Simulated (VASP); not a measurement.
# TiSi16 (a cell with a defect) in VASP: relaxation of the atoms with PBE+D3(BJ)

Aim: the relaxation of the atoms of TiSi16 (a cell with a defect) with PBE+D3(BJ).

All numbers are computed with VASP 6.6.1; they aren't measurements. Logs are shortened: lines on timing, memory, paths and dates and some standing lists are left out, and cuts for length are marked.

**1. The cell of the first run**

The cell holds a defect, 17 atoms: a = 7.679 Å, b = 7.679 Å, c = 7.679 Å, α = 60.00°, β = 60.00°, γ = 60.00°.

**2. Relaxation of the atoms, PBE+D3(BJ)**

INCAR reads:

```
PREC = Accurate ; ENCUT = 520
EDIFF = 1E-7 ; ISMEAR = 0
SIGMA = 0.05 ; LREAL = Auto
LASPH = True ; NELM = 100
ALGO = Normal ; ISIF = 2
LWAVE = False ; LCHARG = False
GGA = PE ; IVDW = 12
IBRION = 2 ; NSW = 80
EDIFFG = -0.03
```

KPOINTS reads:

```
Automatic mesh
0
Gamma
  2 2 2
```

POSCAR reads:

```
TiSi16
1.0
    0.0000000000      5.4300000000      5.4300000000
    5.4300000000      0.0000000000      5.4300000000
    5.4300000000      5.4300000000      0.0000000000
Si Ti
16 1
Direct
    0.0000000000      0.0000000000      0.0000000000
    0.1250000000      0.1250000000      0.1250000000
    0.0000000000      0.0000000000      0.5000000000
    0.1250000000      0.1250000000      0.6250000000
    0.0000000000      0.5000000000      0.0000000000
    0.1250000000      0.6250000000      0.1250000000
    0.0000000000      0.5000000000      0.5000000000
    0.1250000000      0.6250000000      0.6250000000
    0.5000000000      0.0000000000      0.0000000000
    0.6250000000      0.1250000000      0.1250000000
    0.5000000000      0.0000000000      0.5000000000
    0.6250000000      0.1250000000      0.6250000000
    0.5000000000      0.5000000000      0.0000000000
    0.6250000000      0.6250000000      0.1250000000
    0.5000000000      0.5000000000      0.5000000000
    0.6250000000      0.6250000000      0.6250000000
    0.2520583000      0.2464603000      0.2495012000
```

Potentials or basis: VASP PAW PBE potentials, release 64 (Si, Ti_sv).

Started as:

```console
cat potpaw_PBE.64/Si/POTCAR potpaw_PBE.64/Ti_sv/POTCAR > POTCAR
mpirun -np 1 vasp_std > vasp.out
```

OUTCAR:

```text
PREC = Accurate
   ENCUT = 520
   EDIFF = 1E-7
   ISMEAR = 0
   LREAL = Auto
   LASPH = True
   NELM = 100
   ISIF = 2
   GGA = PE
   IVDW = 12
   IBRION = 2
   NSW = 80
   EDIFFG = -0.03
 IVDW          = 12

 ion  position               nearest neighbor table
   1  0.000  0.000  0.000-   2 2.35   4 2.35   6 2.35  10 2.35
   2  0.125  0.125  0.125-  17 2.34   3 2.35   5 2.35   9 2.35   1 2.35
   3  0.000  0.000  0.500-   2 2.35   4 2.35   8 2.35  12 2.35  17 2.71
   4  0.125  0.125  0.625-   1 2.35   3 2.35   7 2.35  11 2.35  17 2.35
   5  0.000  0.500  0.000-   2 2.35   6 2.35   8 2.35  14 2.35  17 2.72
   6  0.125  0.625  0.125-   1 2.35   5 2.35   7 2.35  13 2.35  17 2.37
   7  0.000  0.500  0.500-   4 2.35   6 2.35   8 2.35  16 2.35  17 2.74
   8  0.125  0.625  0.625-   3 2.35   5 2.35   7 2.35  15 2.35
   9  0.500  0.000  0.000-   2 2.35  10 2.35  12 2.35  14 2.35  17 2.69
  10  0.625  0.125  0.125-  17 2.34   9 2.35  11 2.35  13 2.35   1 2.35
  11  0.500  0.000  0.500-   4 2.35  10 2.35  12 2.35  16 2.35  17 2.71
  12  0.625  0.125  0.625-   3 2.35   9 2.35  11 2.35  15 2.35
  13  0.500  0.500  0.000-   6 2.35  10 2.35  14 2.35  16 2.35  17 2.72
  14  0.625  0.625  0.125-   5 2.35   9 2.35  13 2.35  15 2.35
  15  0.500  0.500  0.500-   8 2.35  12 2.35  14 2.35  16 2.35
  16  0.625  0.625  0.625-   7 2.35  11 2.35  13 2.35  15 2.35
  17  0.252  0.246  0.250-  10 2.34   2 2.34   4 2.35   6 2.37   9 2.69  11 2.71   3 2.71  13 2.72
                             5 2.72   7 2.74

  LATTYP: Found a face centered cubic cell.
 ALAT       =    10.8600000000

  Lattice vectors:

 A1 = (   0.0000000000,   5.4300000000,   5.4300000000)
 A2 = (   5.4300000000,   0.0000000000,   5.4300000000)
 A3 = (   5.4300000000,   5.4300000000,   0.0000000000)

Analysis of symmetry for initial positions (statically):
=====================================================================
 Subroutine PRICEL returns:
 Original cell was already a primitive cell.

 Routine SETGRP: Setting up the symmetry group for a
 face centered cubic supercell.

 Subroutine GETGRP returns: Found  1 space group operations
 (whereof  1 operations were pure point group operations)
 out of a pool of 48 trial point group operations.

The static configuration has the point symmetry C_1 .

Analysis of symmetry for dynamics (positions and initial velocities):
=====================================================================
 Subroutine PRICEL returns:
 Original cell was already a primitive cell.

 Routine SETGRP: Setting up the symmetry group for a
 face centered cubic supercell.

 Subroutine GETGRP returns: Found  1 space group operations
 (whereof  1 operations were pure point group operations)
 out of a pool of 48 trial point group operations.

The dynamic configuration has the point symmetry C_1 .

 Subroutine INISYM returns: Found  1 space group operations
 (whereof  1 operations are pure point group operations),
 and found     1 'primitive' translations

----------------------------------------------------------------------------------------

                                     Primitive cell

  volume of cell :     320.2060

  direct lattice vectors                    reciprocal lattice vectors
     0.000000000  5.430000000  5.430000000    -0.092081031  0.092081031  0.092081031
     5.430000000  0.000000000  5.430000000     0.092081031 -0.092081031  0.092081031
     5.430000000  5.430000000  0.000000000     0.092081031  0.092081031 -0.092081031

  length of vectors
     7.679179644  7.679179644  7.679179644     0.159489025  0.159489025  0.159489025

  position of ions in fractional coordinates (direct lattice)
     0.000000000  0.000000000  0.000000000
     0.125000000  0.125000000  0.125000000
     0.000000000  0.000000000  0.500000000
     0.125000000  0.125000000  0.625000000
     0.000000000  0.500000000  0.000000000
     0.125000000  0.625000000  0.125000000
[... 9 lines left out ...]
     0.625000000  0.625000000  0.625000000
     0.252058300  0.246460300  0.249501200

  ion indices of the primitive-cell ions
   primitive index   ion index
                 1           1
                 2           2
                 3           3
                 4           4
                 5           5
                 6           6
[... 9 lines left out ...]
                16          16
                17          17

----------------------------------------------------------------------------------------

 KPOINTS: Automatic mesh

Automatic generation of k-mesh.
 Grid dimensions read from file:
 generate k-points for:    2    2    2

 Generating k-lattice:

  Cartesian coordinates                     Fractional coordinates (reciprocal lattice)
    -0.046040516  0.046040516  0.046040516     0.500000000  0.000000000  0.000000000
     0.046040516 -0.046040516  0.046040516     0.000000000  0.500000000  0.000000000
     0.046040516  0.046040516 -0.046040516     0.000000000  0.000000000  0.500000000

  Length of vectors
     0.079744512  0.079744512  0.079744512

  Shift w.r.t. Gamma in fractional coordinates (k-lattice)
     0.000000000  0.000000000  0.000000000

 Subroutine IBZKPT returns following result:
 ===========================================

 Found      8 irreducible k-points:

 Following reciprocal coordinates:
            Coordinates               Weight
  0.000000  0.000000  0.000000      1.000000
  0.500000  0.000000  0.000000      1.000000
  0.000000  0.500000  0.000000      1.000000
  0.000000  0.000000  0.500000      1.000000
  0.500000  0.500000  0.500000      1.000000
  0.500000  0.500000  0.000000      1.000000
  0.000000  0.500000  0.500000      1.000000
  0.500000  0.000000  0.500000      1.000000
   k-points           NKPTS =      8   k-points in BZ     NKDIM =      8   number of bands    NBANDS=     47
   number of dos      NEDOS =    301   number of ions     NIONS =     17
   total plane-waves  NPLWV = 216000
   dimension x,y,z NGX =    60 NGY =   60 NGZ =   60
   dimension x,y,z NGXF=   120 NGYF=  120 NGZF=  120
   ions per type =              16   1
   NGX,Y,Z   is equivalent  to a cutoff of  12.99, 12.99, 12.99 a.u.
   NGXF,Y,Z  is equivalent  to a cutoff of  25.98, 25.98, 25.98 a.u.
 SYSTEM =  unknown system
   PREC   = accura    normal or accurate (medium, high low for compatibility)
   ISTART =      0    job   : 0-new  1-cont  2-samecut
   ICHARG =      2    charge: 1-file 2-atom 10-const
   ISPIN  =      1    spin polarized calculation?
   LNONCOLLINEAR =      F non collinear calculations
   LSORBIT =      F    spin-orbit coupling
   LASPH  =      T    aspherical Exc in radial PAW
   ENCUT  =  520.0 eV  38.22 Ry    6.18 a.u.  14.28 14.28 14.28*2*pi/ulx,y,z
   NELM   =    100;   NELMIN=  2; NELMDL= -5     # of ELM steps
   EDIFF  = 0.1E-06   stopping-criterion for ELM
   LREAL  =      T    real-space projection
   EDIFFG = -.3E-01   stopping-criterion for IOM
   NSW    =     80    number of steps for IOM
   IBRION =      2    ionic relax: 0-MD 1-quasi-New 2-CG
   NFREE  =      1    steps in history (QN), initial steepest desc. (CG)
   ISIF   =      2    stress and relaxation
   ISYM   =      2    0-nonsym 1-usesym 2-fastsym
   POTIM  = 0.5000    time-step for ionic-motion
   TEBEG  =    0.0;   TEEND  =   0.0 temperature during run
   PSTRESS=    0.0 pullay stress
   NELECT =      76.0000    total number of electrons
   NUPDOWN=      -1.0000    fix difference up-down
   EMIN   =  10.00;   EMAX   =-10.00  energy-range for DOS
   EFERMI =   0.00;   METHOD = LEGACY
   ISMEAR =     0;   SIGMA  =   0.05  broadening in eV -4-tet -1-fermi 0-gaus
   EFERMI_NEDOS =   21; number of points for ismear=-14 and -15
   IALGO  =     38    algorithm
   IMIX   =      4    mixing-type and parameters
     AMIX     =   0.40;   BMIX     =  1.00
     AMIX_MAG =   1.60;   BMIX_MAG =  1.00
  volume/ion in A,a.u.               =      18.84       127.11
  Fermi-wavevector in a.u.,A,eV,Ry     =   1.013607  1.915439 13.978610  1.027399
  Thomas-Fermi vector in A             =   2.146786
   LORBIT       =      0    0 simple, 1 ext, 2 COOP (PROOUT), +10 PAW based schemes
   GGA     = PE    functional components
   LHFCALC =     F    Hartree Fock is set to
   AEXX    =    0.0000 exact exchange contribution
   IVDW    =    12    specifies the selected vdW correction
   LEPSILON=     F    determine dielectric tensor
   LRPA    =     F    only Hartree local field effects (RPA)
 conjugate gradient relaxation of ions
 non-spin polarized calculation
 Gauss-broadening in eV      SIGMA  =   0.05
  energy-cutoff  :      520.00
  volume of cell :      320.21
 maximum number of plane-waves:      8646
 NGX is ok and might be reduce to    60
   NGX = 29   NGY = 29   NGZ = 29

--------------------------------------- Ionic step        1  -------------------------------------------

 number of electron      76.0000004 magnetization

 Free energy of the ion-electron system (eV)
  ---------------------------------------------------
  ext. energy  EPLUGINS =         0.00000000
  ---------------------------------------------------
  free energy    TOTEN  =       -91.83579397 eV

  energy without entropy =      -91.79139134  energy(sigma->0) =      -91.81359265

------------------------ aborting loop because EDIFF is reached ----------------------------------------

 Edisp (eV)   -5.83788

 E8    (eV) :    -2.4419

  FORCE on cell =-STRESS in cart. coord.  units (eV):
  Direction    XX          YY          ZZ          XY          YZ          ZX
  --------------------------------------------------------------------------------------
  -------------------------------------------------------------------------------------
  Total       3.75850     3.75421     3.75484     0.09739     0.26613    -0.10236
  in kB      18.80596    18.78449    18.78767     0.48731     1.33161    -0.51219
  external pressure =       18.79 kB  Pullay stress =        0.00 kB
[... 256 lines left out ...]
  energy  without entropy=      -98.0265185469  energy(sigma->0) =      -98.03832174

--------------------------------------- Ionic step        6  -------------------------------------------

 number of electron      75.9999998 magnetization

 Free energy of the ion-electron system (eV)
  ---------------------------------------------------
  ext. energy  EPLUGINS =         0.00000000
  ---------------------------------------------------
  free energy    TOTEN  =       -92.21305848 eV

  energy without entropy =      -92.18846831  energy(sigma->0) =      -92.20076340

 E-fermi :   6.9299     XC(G=0):  -9.7514

 val. band max:        6.8921626704   @ k =   0.5000   0.0000   0.5000
 cond. band min:       6.9599399565   @ k =   0.0000   0.0000   0.5000
 fundamental gap:      0.0677772861
 Fermi energy:         6.9298943399

 k-point     1 :       0.0000    0.0000    0.0000
  band No.  band energies     occupation
      1     -49.8786      2.00000
      2     -26.2525      2.00000
      3     -26.2515      2.00000
      4     -26.2494      2.00000
      5      -5.7210      2.00000
      6      -3.5148      2.00000
[... 437 lines left out ...]
  FREE ENERGIE OF THE ION-ELECTRON SYSTEM (eV)
  ---------------------------------------------------
  free  energy   TOTEN  =       -98.0508755079 eV

  energy  without entropy=      -98.0262853340  energy(sigma->0) =      -98.03858042

 reached required accuracy - stopping structural energy minimisation
```

Wall time 17 min (1 thread of Oxide Virtual Turin-like, shared host); peak memory 0.54 GiB.

What came out:

```yaml
Free_energy: -98.0509 eV
Energy_gained_by_relaxing: 22.2 meV/atom
Ionic_steps: 6
Pressure_after_relaxing: 0.9 GPa
Largest_force_after_relaxing: 0.012 eV/Å
Band_gap_on_the_k_mesh: zero (bands 38 and 39 overlap by 0.43 eV)
Dispersion_energy_per_atom: -0.343 eV
```

Forces on the atoms (eV/Å):
```
Si   0.003 -0.001  0.001
Si  -0.002  0.002 -0.001
Si  -0.002 -0.002 -0.004
Si   0.002  0.006 -0.006
Si  -0.006 -0.006 -0.005
Si   0.002 -0.004  0.004
Si   0.009  0.003 -0.003
Si   0.007 -0.005 -0.003
Si  -0.003  0.000  0.000
Si  -0.002  0.000 -0.002
Si  -0.002  0.004  0.002
Si  -0.005  0.008 -0.008
Si  -0.005  0.005  0.006
Si  -0.003 -0.008  0.008
Si   0.000  0.000  0.000
Si   0.007  0.003  0.005
Ti  -0.001 -0.004  0.005
```

Step by step:
| step | energy change (eV) | largest force (eV/Å) | pressure (GPa) |
| --- | --- | --- | --- |
| 1 | 0.0000 | 1.8521 | 1.88 |
| 2 | -0.3720 | 0.2259 | 0.91 |
| 3 | -0.3724 | 0.1565 | 0.92 |
| 4 | -0.3765 | 0.1081 | 0.93 |
| 5 | -0.3765 | 0.1090 | 0.93 |
| 6 | -0.3772 | 0.0122 | 0.93 |

Final structure:
```
Si Ti
1.0
     0.00000    5.43000    5.43000
     5.43000    0.00000    5.43000
     5.43000    5.43000    0.00000
Si Ti
16 1
Cartesian
  10.8557 5.4317 5.4284
  1.3114 1.3117 1.3116
  8.1442 8.1447 10.8241
  4.1166 4.1170 1.3130
  8.1436 10.8249 8.1438
  4.1148 1.3150 4.1150
  5.4645 8.1457 8.1443
  6.7705 4.0888 4.0881
  10.8235 8.1451 8.1449
  1.3114 4.1185 4.1183
  8.1442 5.4659 8.1453
  4.0886 6.7707 4.0893
  8.1436 8.1462 5.4652
  4.0880 4.0894 6.7706
  5.4303 5.4299 5.4301
  6.7705 6.7719 6.7712
  2.7117 2.7165 2.7136
```

Caveat: the k points lie up to 0.50 Å⁻¹ apart.
